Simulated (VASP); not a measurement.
# Li in VASP: further runs, part 2 of 2

VASP 6.6.1.

## Step 3: Single point, PBE

The input, INCAR:

```
ALGO     = Normal         # electronic algorithm
EDIFF    = 1E-7           # SCF threshold, eV
ENCUT    = 520            # plane-wave cutoff, eV
GGA      = PE             # functional
ISIF     = 2              # what is computed and relaxed
ISMEAR   = -1             # smearing method
LASPH    = True           # aspherical terms in the spheres
LCHARG   = True           # write CHGCAR
LELF     = True           # ELF
LREAL    = Auto         
LVHAR    = True         
LWAVE    = False          # write WAVECAR
NBANDS   = 48             # bands
NELM     = 80             # most SCF steps
PREC     = Accurate       # precision mode
SIGMA    = 0.1            # smearing width, eV
```

The input, KPOINTS:

```
k-points
0
Gamma
  2 2 1
```

The input, POSCAR:

```
Li
1.0
    6.9800000000      0.0000000000      0.0000000000
    3.4900000000      4.9356050000      0.0000000000
    0.0000000000      0.0000000000     20.8712110000
Li
21
Direct
    0.0000000000      0.0000000000      0.0479128882
    0.5000000000      0.0000000000      0.0479128882
    0.0000002533      0.4999994935      0.0479128882
    0.5000002533      0.4999994935      0.0479128882
   -0.2241313036      0.4936780800      0.1517592822
    0.2337296302      0.5581281322      0.1511076669
   -0.2486706756      0.9807510933      0.1517161606
    0.2723148086      0.9813589216      0.1636033482
   -0.0394071041      0.0111637783      0.2638610668
    0.5479056017     -0.0299659312      0.2734101054
    0.0242521290      0.4812378624      0.2681588529
    0.5091367354      0.4947924317      0.2725380909
   -0.2791237337      0.4975884415      0.3843284417
    0.2602789746      0.5508747155      0.3801216901
   -0.1638961631      0.9306863090      0.3794125794
    0.2027197070      1.0724115889      0.3750908368
    0.0183505437      0.0060782822      0.5070381398
    0.4825226133      0.0240092147      0.4727468857
    0.0015852337      0.4856547475      0.4896409700
    0.4833502097      0.4950760849      0.5051839110
    0.3229254177      0.1573869870      0.5993039886
```

Potentials or basis: VASP PAW PBE potentials, release 64 (Li_sv).

Launch:

```bash
$ cat potpaw_PBE.64/Li_sv/POTCAR > POTCAR
$ mpirun -np 1 vasp_std > vasp.out
```

OUTCAR:

```text
EDIFF = 1E-7
   ENCUT = 520
   GGA = PE
   ISIF = 2
   ISMEAR = -1
   LASPH = True
   LREAL = Auto
   NELM = 80
   PREC = Accurate

 ion  position               nearest neighbor table
   1  0.000  0.000  0.048-
   2  0.500  0.000  0.048-
   3  0.000  0.500  0.048-
   4  0.500  0.500  0.048-
   5  0.776  0.494  0.152-
   6  0.234  0.558  0.151-
   7  0.751  0.981  0.152-
   8  0.272  0.981  0.164-
   9  0.961  0.011  0.264-
  10  0.548  0.970  0.273-
  11  0.024  0.481  0.268-
  12  0.509  0.495  0.273-
  13  0.721  0.498  0.384-
  14  0.260  0.551  0.380-  15 2.49
  15  0.836  0.931  0.379-  14 2.49
  16  0.203  0.072  0.375-
  17  0.018  0.006  0.507-
  18  0.483  0.024  0.473-
  19  0.002  0.486  0.490-
  20  0.483  0.495  0.505-
  21  0.323  0.157  0.599-

  LATTYP: Found a base centered orthorhombic cell.
 ALAT       =     6.9800000000
 B/A-ratio  =     1.4142134670
 C/A-ratio  =     2.9901448424

  Lattice vectors:

 A1 = (   3.4900000000,  -4.9356050000,   0.0000000000)
 A2 = (   3.4900000000,   4.9356050000,   0.0000000000)
 A3 = (   0.0000000000,   0.0000000000,  20.8712110000)

Analysis of symmetry for initial positions (statically):
=====================================================================
 Subroutine PRICEL returns:
 Original cell was already a primitive cell.

 Routine SETGRP: Setting up the symmetry group for a
 base centered orthorhombic supercell.

 Subroutine GETGRP returns: Found  1 space group operations
 (whereof  1 operations were pure point group operations)
 out of a pool of  8 trial point group operations.
[... 147 lines left out ...]
   ISMEAR =    -1;   SIGMA  =   0.10  broadening in eV -4-tet -1-fermi 0-gaus
   EFERMI_NEDOS =   21; number of points for ismear=-14 and -15
   IALGO  =     38    algorithm
   IMIX   =      4    mixing-type and parameters
     AMIX     =   0.40;   BMIX     =  1.00
     AMIX_MAG =   1.60;   BMIX_MAG =  1.00
  volume/ion in A,a.u.               =      34.24       231.06
  Fermi-wavevector in a.u.,A,eV,Ry     =   0.727122  1.374061  7.193484  0.528706
  Thomas-Fermi vector in A             =   1.818266
   LORBIT       =      0    0 simple, 1 ext, 2 COOP (PROOUT), +10 PAW based schemes
   GGA     = PE    functional components
   LHFCALC =     F    Hartree Fock is set to
   AEXX    =    0.0000 exact exchange contribution
   IVDW    =     0    specifies the selected vdW correction
   LEPSILON=     F    determine dielectric tensor
   LRPA    =     F    only Hartree local field effects (RPA)
 non-spin polarized calculation
  energy-cutoff  :      520.00
  volume of cell :      719.02
 maximum number of plane-waves:     19390
 NGX is ok and might be reduce to    54
   NGX = 25   NGY = 23   NGZ = 77

 number of electron      63.0000031 magnetization

 Free energy of the ion-electron system (eV)
  ---------------------------------------------------
  ext. energy  EPLUGINS =         0.00000000
  ---------------------------------------------------
  free energy    TOTEN  =       -36.62921068 eV

  energy without entropy =      -36.08308619  energy(sigma->0) =      -36.35614844

 E-fermi :  -0.6784     XC(G=0):  -4.9841

 val. band max:       -0.6858535042   @ k =   0.0000   0.5000   0.0000
 cond. band min:      -0.6410182840   @ k =   0.0000   0.5000   0.0000
 fundamental gap:      0.0448352201
 Fermi energy:        -0.6784417895

 k-point     1 :       0.0000    0.0000    0.0000
  band No.  band energies     occupation
      1     -48.8728      2.00000
      2     -47.7917      2.00000
      3     -47.7829      2.00000
      4     -47.6922      2.00000
      5     -47.6552      2.00000
      6     -47.6418      2.00000
[... 173 lines left out ...]
     42       1.1764      0.00000
     43       1.4422      0.00000
 [bands above 43 left out]

------------------------ aborting loop because EDIFF is reached ----------------------------------------

  FORCE on cell =-STRESS in cart. coord.  units (eV):
  Direction    XX          YY          ZZ          XY          YZ          ZX
  --------------------------------------------------------------------------------------
  -------------------------------------------------------------------------------------
  Total        0.9844548     -0.8709654      0.4192955     -0.6687684     -0.0789804      0.1195891
  in kB        2.1936275     -1.9407429      0.9343020     -1.4901942     -0.1759893      0.2664763
  external PRESSURE =       0.3957289 kB  Pullay stress =       0.0000000 kB

 VOLUME and BASIS-vectors are now :
 -----------------------------------------------------------------------------
  energy-cutoff  :      520.00
  volume of cell :      719.02
      direct lattice vectors                 reciprocal lattice vectors
     6.980000000  0.000000000  0.000000000     0.143266476 -0.101304703  0.000000000
     3.490000000  4.935605000  0.000000000     0.000000000  0.202609407  0.000000000
     0.000000000  0.000000000 20.871211000     0.000000000  0.000000000  0.047912888

 POSITION                                       TOTAL-FORCE (eV/Angst)
 -----------------------------------------------------------------------------------
      0.00000      0.00000      1.00000         0.007699      0.000081     -0.026459
      3.49000      0.00000      1.00000        -0.077515     -0.014095     -0.059288
      1.74500      2.46780      1.00000         0.047826      0.017103     -0.156841
      5.23500      2.46780      1.00000         0.074604     -0.004662     -0.098220
      7.13850      2.43660      3.16740        -0.166302     -0.119017      0.222710
      3.57930      2.75470      3.15380        -0.072678     -0.332920      0.234634
[... 13 lines left out ...]
      5.10160      2.44350     10.54380         0.120574      0.033759      0.086895
      2.80330      0.77680     12.50820         0.009849     -0.031090     -0.067028
 -----------------------------------------------------------------------------------
    total drift:                               -0.004615     -0.003419     -0.004731

  FREE ENERGIE OF THE ION-ELECTRON SYSTEM (eV)
  ---------------------------------------------------
  free  energy   TOTEN  =       -36.6292106770 eV

  energy  without entropy=      -36.0830861940  energy(sigma->0) =      -36.35614844
```

stdout:

```text
POSCAR found type information on POSCAR Li
 POSCAR found :  1 types and      21 ions
 scaLAPACK will be used
 LDA part: xc-table for (Slater+PW92), standard interpolation
 POSCAR, INCAR and KPOINTS ok, starting setup
 FFT: planning ... GRIDC
 FFT: planning ... GRID_SOFT
 FFT: planning ... GRID
 WAVECAR not read
 entering main loop
```

Run time: 10 min. Hardware: 1 thread of Intel Xeon Platinum 8375C at 2.90GHz (Ice Lake), shared host; peak memory 0.74 GiB.

What came out:

| Quantity | Value |
| --- | --- |
| Free energy | -36.6292 eV |
| Largest force | 0.561 eV/Å |

Forces on the atoms (eV/Å):
```
Li   0.008  0.000 -0.026
Li  -0.078 -0.014 -0.059
Li   0.048  0.017 -0.157
Li   0.075 -0.005 -0.098
Li  -0.166 -0.119  0.223
Li  -0.073 -0.333  0.235
Li   0.002  0.288  0.093
Li   0.158  0.177 -0.038
Li   0.311 -0.076 -0.105
Li  -0.151  0.019  0.056
Li  -0.011 -0.054 -0.024
Li  -0.101  0.141 -0.307
Li   0.066  0.101  0.023
Li   0.179 -0.432  0.096
Li  -0.386  0.354  0.201
Li   0.032 -0.052 -0.145
Li  -0.130 -0.073 -0.011
Li   0.067 -0.173 -0.046
Li   0.021  0.231  0.069
Li   0.121  0.034  0.087
Li   0.010 -0.031 -0.067
```

Caveat: the k points lie up to 0.64 Å⁻¹ apart; the cutoff is under 1.25 times the usual one of these potentials, so pressure, stress and relaxed cells hold a basis-set (Pulay) error.

## Step 4: Single point, PBE

The input, INCAR:

```
SYSTEM = Li
PREC = Accurate ; ENCUT = 520
EDIFF = 1E-6 ; ISMEAR = -1
SIGMA = 0.1 ; LREAL = Auto
LASPH = .TRUE. ; NELM = 80
ALGO = Normal ; ISIF = 2
LWAVE = .FALSE. ; LCHARG = .FALSE.
GGA = PE ; NBANDS = 48
```

The input, KPOINTS:

```
regular mesh
0
G
  2 2 1
  0 0 0
```

The input, POSCAR:

```
Li
1.0
    6.9800000000      0.0000000000      0.0000000000
    3.4900000000      4.9356050000      0.0000000000
    0.0000000000      0.0000000000     20.8712110000
Li
21
Direct
    0.0000000000      0.0000000000      0.0479128882
    0.5000000000      0.0000000000      0.0479128882
    0.0000002533      0.4999994935      0.0479128882
    0.5000002533      0.4999994935      0.0479128882
   -0.2203748777      0.4446466036      0.1461965959
    0.1992392411      0.5778825494      0.1511699537
   -0.2719392361      1.0113856356      0.1489420044
    0.2641002439      1.0226304577      0.1670482848
    0.0006737925     -0.0228948629      0.2572634621
    0.5830072624     -0.0724328628      0.2803431004
    0.0149797847      0.4798398575      0.2677468020
    0.5110350038      0.5264400210      0.2660554771
   -0.2781279351      0.4853103115      0.3811566085
    0.2803351514      0.5667795539      0.3819902928
   -0.1781992245      0.9647652112      0.3779512363
    0.1919843211      1.1158307847      0.3705151560
    0.0063547321      0.0539954068      0.5050880852
    0.5098401144      0.0104343844      0.4643573389
    0.0176193274      0.5264805429      0.4908148358
    0.4608403532      0.5098665716      0.5041969055
    0.3217385866      0.1304196750      0.5961896509
```

Launch:

```bash
$ cat potpaw_PBE.64/Li_sv/POTCAR > POTCAR
$ mpirun -np 1 vasp_std > vasp.out
```

Run time: 8.2 min. Hardware: 1 thread of Intel Xeon Platinum 8375C at 2.90GHz (Ice Lake), shared host; peak memory 0.73 GiB.

Results (log left out):

```
Free energy   : -36.5261 eV
Largest force : 0.435 eV/Å
```

Forces on the atoms (eV/Å):
```
Li   0.078  0.000 -0.070
Li  -0.079 -0.013 -0.110
Li   0.008  0.000 -0.193
Li  -0.043  0.006 -0.119
Li   0.014  0.257  0.334
Li   0.128 -0.190  0.149
Li  -0.207  0.054  0.271
Li   0.167 -0.108 -0.178
Li   0.048  0.118  0.160
Li  -0.140  0.396 -0.112
Li   0.171 -0.168 -0.087
Li  -0.204 -0.270 -0.235
Li   0.138  0.261  0.199
Li  -0.098 -0.173 -0.150
Li  -0.068  0.059  0.081
Li   0.088 -0.175 -0.038
Li  -0.096 -0.008 -0.096
Li  -0.132 -0.084  0.125
Li  -0.090  0.077 -0.001
Li   0.234  0.020  0.184
Li   0.084 -0.057 -0.114
```

Levels at points of the mesh, in eV from the Fermi level:
```
           k point  band 29  band 30  band 31  band 32  band 33  band 34
(0.00, 0.00, 0.00)     0.00     0.04     0.11     0.13     0.15     0.17
(0.50, 0.00, 0.00)    -0.50    -0.46    -0.13    -0.09     0.21     0.35
(0.50, 0.50, 0.00)    -0.46    -0.35    -0.26     0.09     0.16     0.35
(0.00, 0.50, 0.00)    -1.03    -0.77    -0.72    -0.27    -0.16     0.02
```

Caveat: the k points lie up to 0.64 Å⁻¹ apart; the cutoff is under 1.25 times the usual one of these potentials, so pressure, stress and relaxed cells hold a basis-set (Pulay) error.

## Step 5: Single point, PBE

The input, INCAR:

```
SYSTEM = Li
ALGO = Normal ; EDIFF = 1E-6
ENCUT = 520 ; GGA = PE
ISIF = 2 ; ISMEAR = -1
LASPH = .True. ; LCHARG = .True.
LELF = .True. ; LREAL = Auto
LVHAR = .True. ; LWAVE = .False.
NBANDS = 48 ; NELM = 100
PREC = Accurate ; SIGMA = 0.1
```

The input, KPOINTS:

```
k-points
0
Gamma
  2 2 1
  0 0 0
```

The input, POSCAR:

```
Li
1.0
    6.9800000000      0.0000000000      0.0000000000
    3.4900000000      4.9356050000      0.0000000000
    0.0000000000      0.0000000000     20.8712110000
Li
21
Direct
    0.0000000000      0.0000000000      0.0479128882
    0.5000000000      0.0000000000      0.0479128882
    0.0000002533      0.4999994935      0.0479128882
    0.5000002533      0.4999994935      0.0479128882
   -0.2090727189      0.4153087615      0.1572932208
    0.2254363326      0.5657462459      0.1496032022
   -0.3113603292      1.0036662172      0.1535847632
    0.2705239620      1.0329635374      0.1661379400
    0.0430270018     -0.0407244907      0.2639089797
    0.5972093529     -0.0570548089      0.2709042614
    0.0094071918      0.4783202870      0.2553709030
    0.5062007121      0.5316673437      0.2583175456
   -0.2803712095      0.5163298116      0.3792736320
    0.2851270899      0.5540151613      0.3792927971
   -0.2025268218      1.0359418957      0.3799396211
    0.1986802336      1.1096309368      0.3760970075
    0.0099389966      0.0597495140      0.5121552362
    0.5511536058     -0.0319920253      0.4685113863
    0.0030429719      0.5861490131      0.4876238374
    0.4632593639      0.4880657994      0.5144981765
    0.3502329668      0.0745197397      0.5895728810
```

Launch:

```bash
$ cat potpaw_PBE.64/Li_sv/POTCAR > POTCAR
$ mpirun -np 1 vasp_std > vasp.out
```

Wall time 8.1 min (1 thread of Intel Xeon Platinum 8375C at 2.90GHz (Ice Lake), shared host); peak memory 0.73 GiB.

Results (log left out):

```yaml
Free_energy: -36.3587 eV
Largest_force: 0.584 eV/Å
```

Forces on the atoms (eV/Å):
```
Li   0.010  0.036  0.021
Li  -0.119 -0.007 -0.232
Li  -0.032 -0.001 -0.015
Li   0.080 -0.025 -0.060
Li  -0.183  0.203 -0.236
Li  -0.120  0.041  0.152
Li   0.391 -0.086  0.043
Li   0.036 -0.228 -0.235
Li  -0.220  0.165 -0.010
Li  -0.284  0.378  0.342
Li   0.365 -0.172  0.329
Li   0.028 -0.315  0.088
Li   0.178  0.403  0.009
Li  -0.158 -0.044 -0.057
Li  -0.127 -0.226 -0.017
Li   0.191 -0.092 -0.056
Li  -0.037  0.150 -0.234
Li  -0.350  0.153 -0.005
Li  -0.014 -0.367  0.144
Li   0.242  0.025 -0.026
Li   0.124  0.009  0.053
```

Levels at points of the mesh, in eV from the Fermi level:
```
           k point  band 29  band 30  band 31  band 32  band 33  band 34
(0.00, 0.00, 0.00)    -0.01     0.07     0.11     0.13     0.17     0.26
(0.50, 0.00, 0.00)    -0.50    -0.45    -0.12    -0.11     0.24     0.40
(0.50, 0.50, 0.00)    -0.47    -0.39    -0.26     0.08     0.18     0.34
(0.00, 0.50, 0.00)    -1.03    -0.78    -0.71    -0.28    -0.14    -0.03
```

Caveat: the k points lie up to 0.64 Å⁻¹ apart; the cutoff is under 1.25 times the usual one of these potentials, so pressure, stress and relaxed cells hold a basis-set (Pulay) error.
